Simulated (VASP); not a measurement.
Write the native input for VASP 6.6.1 that does the following.

- Task: single point
- Functional: PBE
- Potentials or basis: VASP PAW PBE potentials, release 64 (Bi_d, Te)
- Cutoff: 500 eV
- k mesh: 3 × 3 × 3
- Occupations: gaussian, width 0.1 eV
- Spin: no spin polarisation
- Dipole correction: no
- Further INCAR settings: ALGO = Normal; EDIFF = 1e-06; NBANDS = 18

The structure of BiTe lies in POSCAR:

```
BiTe
1.0
    0.0000000000      3.2350000000      3.2350000000
    3.2350000000      0.0000000000      3.2350000000
    3.2350000000      3.2350000000      0.0000000000
Bi Te
1 1
Direct
    0.0000000000      0.0000000000      0.0000000000
    0.5000000000      0.5000000000      0.5000000000
```

These files were run (other wordings do the same):

INCAR

```
ALGO = Normal
EDIFF = 1E-6
ENCUT = 500
GGA = PE
GGA_COMPAT = F
ISIF = 2
ISMEAR = 0
LASPH = T
LCHARG = F
LREAL = F
LWAVE = F
NBANDS = 18
NELM = 120
PREC = Accurate
SIGMA = 0.1
```

KPOINTS

```
k-points
0
Gamma
  3 3 3
```

Potentials or basis: VASP PAW PBE potentials, release 64 (Bi_d, Te).

Launch:

```sh
$ cat potpaw_PBE.64/Bi_d/POTCAR potpaw_PBE.64/Te/POTCAR > POTCAR
$ mpirun -np 1 vasp_std > vasp.out
```

It gave:

* Pressure: 1.2 GPa

Caveat: the k points lie up to 0.56 Å⁻¹ apart.

It took 4.3 s on 1 thread of AMD EPYC 9R45 (Zen 5) (shared host), peak memory 0.16 GiB.
